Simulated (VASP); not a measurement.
# Zr (P6_3/mmc) in VASP: notebook, part 2 of 2

VASP 6.6.1. The steps go on from the part before.

## 3. Single point, r2SCAN (22.09 Å³/atom)

This run uses another cell than the first one, of 22.09 Å³/atom.

The input, POSCAR:

```
Zr
1.0
    3.1747660171      0.0000000000      0.0000000000
   -1.5873830086      2.7494280219      0.0000000000
    0.0000000000      0.0000000000      5.0618151391
Zr
2
Direct
    0.3333333333      0.6666666667      0.2500000000
    0.6666666667      0.3333333333      0.7500000000
```

The input, INCAR.step1:

```
  PREC = Accurate
  ENCUT = 520
  ISMEAR = 0
  SIGMA = 0.1
  LREAL = False
  LASPH = True
  NELM = 100
  NBANDS = 19
  GGA = PE
  ALGO = Normal
  EDIFF = 1E-4
  LWAVE = True
  LCHARG = False
```

The input, INCAR.step2:

```
  PREC = Accurate
  ENCUT = 520
  EDIFF = 1E-6
  ISMEAR = 0
  SIGMA = 0.1
  LREAL = False
  LASPH = True
  NELM = 100
  ALGO = Normal
  ISIF = 2
  LWAVE = False
  LCHARG = False
  METAGGA = R2SCAN
  LMIXTAU = True
  NBANDS = 19
  ISTART = 1
```

The input, KPOINTS:

```
regular mesh
0
Gamma
  15 15 8
```

Potentials or basis: VASP PAW PBE potentials, release 64 (Zr_sv).

Launch:

```bash
cat potpaw_PBE.64/Zr_sv/POTCAR > POTCAR
cp INCAR.step1 INCAR
mpirun -np 1 vasp_std > vasp.out
cp INCAR.step2 INCAR
mpirun -np 1 vasp_std > vasp.out
```

OUTCAR:

```text
PREC = Accurate
   ENCUT = 520
   EDIFF = 1E-6
   ISMEAR = 0
   LREAL = False
   LASPH = True
   NELM = 100
   ISIF = 2
   METAGGA = R2SCAN
   ISTART = 1

 ion  position               nearest neighbor table
   1  0.333  0.667  0.250-   2 3.12   2 3.12   2 3.12   2 3.12   2 3.12   2 3.12
   2  0.667  0.333  0.750-   1 3.12   1 3.12   1 3.12   1 3.12   1 3.12   1 3.12

  LATTYP: Found a hexagonal cell.
 ALAT       =     3.1747660171
 C/A-ratio  =     1.5943899840

  Lattice vectors:

 A1 = (   3.1747660171,   0.0000000000,   0.0000000000)
 A2 = (  -1.5873830086,   2.7494280219,   0.0000000000)
 A3 = (   0.0000000000,   0.0000000000,   5.0618151391)

Analysis of symmetry for initial positions (statically):
=====================================================================
 Subroutine PRICEL returns:
 Original cell was already a primitive cell.

 Routine SETGRP: Setting up the symmetry group for a
 hexagonal supercell.

 Subroutine GETGRP returns: Found 24 space group operations
 (whereof 12 operations were pure point group operations)
 out of a pool of 24 trial point group operations.

The static configuration has the point symmetry D_3d.
 The point group associated with its full space group is D_6h.
[... 160 lines left out ...]

  energy without entropy =      -45.44285963  energy(sigma->0) =      -45.44685038

 E-fermi :   9.6680     XC(G=0): -12.2156

 val. band max:        9.6667627868   @ k =   0.1333   0.0000   0.3750
 cond. band min:       9.6728488894   @ k =   0.4000   0.2000   0.2500
 fundamental gap:      0.0060861026
 Fermi energy:         9.6679631987

 k-point     1 :       0.0000    0.0000    0.0000
  band No.  band energies     occupation
      1     -40.8123      2.00000
      2     -40.6062      2.00000
      3     -18.7778      2.00000
      4     -17.6937      2.00000
      5     -17.6937      2.00000
      6     -17.5313      2.00000
[... 505 lines left out ...]
      6     -18.1155      2.00000
[... 11 lines left out ...]
     18      15.1031      0.00000
     19      16.8013      0.00000

 [... further k-points ...]

------------------------ aborting loop because EDIFF is reached ----------------------------------------

  FORCE on cell =-STRESS in cart. coord.  units (eV):
  Direction    XX          YY          ZZ          XY          YZ          ZX
  --------------------------------------------------------------------------------------
  -------------------------------------------------------------------------------------
  Total        1.7943219      1.7943219      1.7684619     -0.0000000      0.0000000      0.0000000
  in kB       65.0654731     65.0654731     64.1277393     -0.0000000      0.0000000      0.0000000
  external PRESSURE =      64.7528951 kB  Pullay stress =       0.0000000 kB

 VOLUME and BASIS-vectors are now :
 -----------------------------------------------------------------------------
  energy-cutoff  :      520.00
  volume of cell :       44.18
      direct lattice vectors                 reciprocal lattice vectors
     3.174766017  0.000000000  0.000000000     0.314983843  0.181856006  0.000000000
    -1.587383009  2.749428022  0.000000000     0.000000000  0.363712013  0.000000000
     0.000000000  0.000000000  5.061815139     0.000000000  0.000000000  0.197557590

 POSITION                                       TOTAL-FORCE (eV/Angst)
 -----------------------------------------------------------------------------------
     -0.00000      1.83295      1.26545        -0.000000      0.000000      0.000000
      1.58738      0.91648      3.79636         0.000000     -0.000000      0.000000
 -----------------------------------------------------------------------------------
    total drift:                               -0.000000      0.000000     -0.000000

  FREE ENERGIE OF THE ION-ELECTRON SYSTEM (eV)
  ---------------------------------------------------
  free  energy   TOTEN  =       -45.4508411216 eV

  energy  without entropy=      -45.4428596344  energy(sigma->0) =      -45.44685038
```

OUTCAR.step1:

```text
PREC = Accurate
   ENCUT = 520
   ISMEAR = 0
   LREAL = False
   LASPH = True
[... 753 lines left out ...]
     -0.00000      1.83295      1.26545         0.000000      0.000000      0.000000
      1.58738      0.91648      3.79636        -0.000000     -0.000000      0.000000
 -----------------------------------------------------------------------------------
    total drift:                               -0.000000      0.000000     -0.000000

  FREE ENERGIE OF THE ION-ELECTRON SYSTEM (eV)
  ---------------------------------------------------
  free  energy   TOTEN  =       -16.9986043823 eV

  energy  without entropy=      -16.9886427408  energy(sigma->0) =      -16.99362356
```

Wall time 7.2 min (1 thread of Intel Xeon 8259CL, shared host); peak memory 0.23 GiB.

What came out:

* Free energy: -45.4508 eV
* Pressure: 6.5 GPa
* Band gap on the k mesh: zero (bands 12 and 13 overlap by 1.33 eV)

Caveat: the cell stands under pressure; the PAW data sets were made with another functional, which shifts forces and pressure a little.

## 4. Single point, r2SCAN (22.80 Å³/atom)

This run uses another cell than the first one, of 22.80 Å³/atom.

The input, POSCAR:

```
Zr
1.0
    3.2113346136      0.0000000000      0.0000000000
   -1.6056673068      2.7810973554      0.0000000000
    0.0000000000      0.0000000000      5.1050792241
Zr
2
Direct
    0.3333333333      0.6666666667      0.2500000000
    0.6666666667      0.3333333333      0.7500000000
```

The input, INCAR.step1:

```
PREC     = Accurate       # precision mode
ENCUT    = 520            # plane-wave cutoff, eV
ISMEAR   = 0              # smearing method
SIGMA    = 0.1            # smearing width, eV
LREAL    = False          # projectors in reciprocal space
LASPH    = True           # aspherical terms in the spheres
NELM     = 60             # most SCF steps
NBANDS   = 19             # bands
GGA      = PE             # functional
ALGO     = Normal         # electronic algorithm
EDIFF    = 1E-4           # SCF threshold, eV
LWAVE    = True           # write WAVECAR
LCHARG   = False          # write CHGCAR
```

The input, INCAR.step2:

```
PREC     = Accurate       # precision mode
ENCUT    = 520            # plane-wave cutoff, eV
EDIFF    = 1E-7           # SCF threshold, eV
ISMEAR   = 0              # smearing method
SIGMA    = 0.1            # smearing width, eV
LREAL    = False          # projectors in reciprocal space
LASPH    = True           # aspherical terms in the spheres
NELM     = 60             # most SCF steps
ALGO     = Normal         # electronic algorithm
ISIF     = 2              # what is computed and relaxed
LWAVE    = False          # write WAVECAR
LCHARG   = False          # write CHGCAR
METAGGA  = R2SCAN         # meta-GGA
LMIXTAU  = True         
NBANDS   = 19             # bands
ISTART   = 1
```

KPOINTS is that of step 3.

Launch:

```bash
cat potpaw_PBE.64/Zr_sv/POTCAR > POTCAR
cp INCAR.step1 INCAR
mpirun -np 1 vasp_std > vasp.out
cp INCAR.step2 INCAR
mpirun -np 1 vasp_std > vasp.out
```

Wall time 9.2 min (1 thread of Intel Xeon 8259CL, shared host); peak memory 0.24 GiB.

Results (log left out):

- Free energy: -45.4926 eV
- Pressure: 3.0 GPa
- Band gap on the k mesh: zero (bands 12 and 13 overlap by 1.30 eV)

Levels at points of the mesh, in eV from the Fermi level:
```tsv
k point	band 8	band 9	band 10	band 11	band 12	band 13	band 14	band 15	band 16	band 17
(0.00, 0.00, 0.00)	-27.30	-6.07	-3.29	0.95	0.95	1.11	1.14	1.73	1.73	2.39
(0.00, 0.00, 0.50)	-27.38	-4.24	-4.24	0.00	0.00	0.87	0.87	0.87	0.87	4.32
```

Caveat: the cell stands under pressure; the PAW data sets were made with another functional, which shifts forces and pressure a little.

## 5. Single point, r2SCAN

The input, POSCAR:

```
Zr
1.0
    3.2463687179      0.0000000000      0.0000000000
   -1.6231843590      2.8114377798      0.0000000000
    0.0000000000      0.0000000000      5.1499875957
Zr
2
Direct
    0.3333333333      0.6666666667      0.2500000000
    0.6666666667      0.3333333333      0.7500000000
```

The input, INCAR.step1:

```
SYSTEM = Zr
PREC = Accurate
ENCUT = 520
ISMEAR = 0
SIGMA = 0.1
LREAL = .FALSE.
LASPH = .TRUE.
NELM = 80
NBANDS = 19
GGA = PE
ALGO = Normal
EDIFF = 1E-4
LWAVE = .TRUE.
LCHARG = .FALSE.
```

The input, INCAR.step2:

```
SYSTEM = Zr
PREC = Accurate
ENCUT = 520
EDIFF = 1E-6
ISMEAR = 0
SIGMA = 0.1
LREAL = .FALSE.
LASPH = .TRUE.
NELM = 80
ALGO = Normal
ISIF = 2
LWAVE = .FALSE.
LCHARG = .FALSE.
METAGGA = R2SCAN
LMIXTAU = .TRUE.
NBANDS = 19
ISTART = 1
```

The input, KPOINTS:

```
regular mesh
0
G
  15 15 8
  0 0 0
```

Launch:

```bash
cat potpaw_PBE.64/Zr_sv/POTCAR > POTCAR
cp INCAR.step1 INCAR
mpirun -np 1 vasp_std > vasp.out
cp INCAR.step2 INCAR
mpirun -np 1 vasp_std > vasp.out
```

Wall time 6.8 min (1 thread of Intel Xeon 8259CL, shared host); peak memory 0.24 GiB.

It converged, with:

| Item | Value |
| --- | --- |
| Free energy | -45.5059 eV |
| Pressure | 0.0 GPa |
| Band gap on the k mesh | zero (bands 12 and 13 overlap by 1.27 eV) |

Levels at points of the mesh, in eV from the Fermi level:
```
           k point  band 8  band 9  band 10  band 11  band 12  band 13  band 14  band 15  band 16  band 17
(0.00, 0.00, 0.00)  -27.40   -6.01    -3.19     0.95     0.95     1.01     1.15     1.70     1.70     2.32
(0.00, 0.00, 0.50)  -27.48   -4.22    -4.22     0.02     0.02     0.86     0.86     0.86     0.86     4.19
```

Caveat: the PAW data sets were made with another functional, which shifts forces and pressure a little.

## 6. Single point, r2SCAN

POSCAR is that of step 5.

The input, INCAR.step1:

```
ALGO = Normal
EDIFF = 1E-4
ENCUT = 520
GGA = PE
ISMEAR = 0
LASPH = True
LCHARG = False
LREAL = False
LWAVE = True
NBANDS = 19
NELM = 80
PREC = Accurate
SIGMA = 0.1
```

The input, INCAR.step2:

```
ALGO = Normal
EDIFF = 1E-7
ENCUT = 520
ISIF = 2
ISMEAR = 0
ISTART = 1
LASPH = True
LCHARG = False
LMIXTAU = True
LREAL = False
LWAVE = False
METAGGA = R2SCAN
NBANDS = 19
NELM = 80
PREC = Accurate
SIGMA = 0.1
```

The input, KPOINTS:

```
k-points
0
Gamma
  15 15 8
```

Potentials or basis: VASP PAW PBE potentials, release 64 (Zr_sv).

Launch:

```bash
cat potpaw_PBE.64/Zr_sv/POTCAR > POTCAR
cp INCAR.step1 INCAR
mpirun -np 1 vasp_std > vasp.out
cp INCAR.step2 INCAR
mpirun -np 1 vasp_std > vasp.out
```

It took 8.4 min on 1 thread of Intel Xeon 8259CL, shared host; peak memory 0.24 GiB.

It converged, with:

- Free energy: -45.5059 eV
- Pressure: 0.0 GPa
- Band gap on the k mesh: zero (bands 12 and 13 overlap by 1.27 eV)

Levels at points of the mesh, in eV from the Fermi level:
```tsv
k point	band 10	band 11	band 12	band 13	band 14	band 15
(0.00, 0.00, 0.00)	-3.19	0.95	0.95	1.01	1.15	1.70
(0.00, 0.00, 0.50)	-4.22	0.02	0.02	0.86	0.86	0.86
```

Caveat: the PAW data sets were made with another functional, which shifts forces and pressure a little.

## 7. Summary

| cell | k mesh | cutoff (eV) | gap on the mesh (eV) | pressure (GPa) |
| --- | --- | --- | --- | --- |
| a = 3.246, b = 5.150 Å, angles 90.0, 60.0, 90.0°, 2 atoms, atomic positions A | 11 × 7 × 12 | 550 | none | 0.0 |
| a = 3.175, b = 3.175, c = 5.062 Å, angles 90.0, 90.0, 120.0°, 2 atoms, atomic positions B | 15 × 15 × 8 | 520 | none | 6.5 |
| a = 3.211, b = 3.211, c = 5.105 Å, angles 90.0, 90.0, 120.0°, 2 atoms, atomic positions B | 15 × 15 × 8 | 520 | none | 3.0 |
| a = 3.246, b = 3.246, c = 5.150 Å, angles 90.0, 90.0, 120.0°, 2 atoms, atomic positions B | 15 × 15 × 8 | 520 | none | 0.0 |

Alike in all rows: task single point; level r2SCAN; potentials or basis VASP PAW PBE potentials, release 64 (Zr_sv); no spin polarisation; smearing gaussian 0.1 eV.

Caveats: the PAW data sets were made with another functional, which shifts forces and pressure a little; the cell stands under pressure (at least some runs).

Absolute energies hang on the potentials; compare differences alone.
